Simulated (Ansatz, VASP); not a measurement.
## Ti: VASP beside Ansatz

```xyz
1
Lattice="-1.5870 1.5870 1.5870 1.5870 -1.5870 1.5870 1.5870 1.5870 -1.5870" Properties=species:S:1:pos:R:3 pbc="T T T"
Ti    0.0000    0.0000    0.0000
```

Alike in both runs: functional LDA; k mesh 20 × 20 × 20; occupations fermi-dirac, width 0.15 eV; no spin polarisation.

Ansatz relaxed the structure, and its values are those at the end. VASP's run is a single point on that final structure, the one shown.

|  | VASP | Ansatz |
| --- | --- | --- |
| version | VASP 6.6.1 | Ansatz 0.2.0 |
| potentials or method | VASP PAW LDA potentials, release 64 (Ti_sv), cutoff 520 eV | scalar-relativistic, plane waves, PAW |
| valence electrons in the cell | 12 | 12 |

VASP gave:

```
gap on the k mesh at the Fermi level (eV) : none
pressure (GPa)                            : -2.8
```

Question: Which values does Ansatz return?

Answer: gap on the k mesh at the Fermi level (eV): none; pressure (GPa): 0.0.

LDA's correlation is that of Perdew and Zunger in VASP and of Perdew and Wang (1992) in Ansatz. A gap of «none» marks a metal or a gap that the smearing closes.
